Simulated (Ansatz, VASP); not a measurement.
# Sn4Se3S: VASP beside Ansatz

```
CELL_PARAMETERS angstrom
6.21458 0.02794 -0.03909
0.02959 6.09246 -0.08001
-0.03724 -0.07896 6.08609
ATOMIC_POSITIONS crystal
Sn 0.47544 0.48894 0.51001
Sn 0.02173 0.47117 0.00531
Sn 0.47087 0.98788 0.01182
Sn 0.02152 0.99274 0.52764
Se 0.47151 0.01081 0.48782
Se 0.02351 0.51167 0.48950
Se 0.47108 0.51360 0.99173
S 0.04433 0.02320 0.97617
```

Change from the starting cell: cell x1, atoms moved at random (sigma 0.1 Å) and cell strained at random (1.5 %), then relaxed without symmetry.

Alike in both runs: functional PBE; k mesh 4 × 4 × 4; occupations gaussian, width 0.2 eV; no spin polarisation.

Ansatz relaxed the structure, and its values are those at the end. VASP's run is a single point on that final structure, the one shown.

```csv
,VASP,Ansatz
version,VASP 6.6.1,Ansatz 0.2.0
potentials or method,"VASP PAW PBE potentials, release 64 (Sn_d, Se, S), cutoff 520 eV","scalar-relativistic, plane waves, PAW"
valence electrons in the cell,80,110
```

|  | VASP | Ansatz | Ansatz less VASP |
| --- | --- | --- | --- |
| gap on the k mesh at the Fermi level (eV) | 0.76 | 0.77 | +0.006 |
| least direct gap on the mesh (eV) | 0.80 | 0.80 | +0.007 |
| pressure (GPa) | 0.0 | 0.0 | 0.00 |
| rms of the force components (eV/Å) | 0.008 | 0.005 | -0.0029 |

The functional is the same, so the differences come from potentials, cutoffs and numerics. VASP's potentials hold 80 valence electrons a cell and Ansatz's 110, so a difference there can come from the potentials and not from the codes.
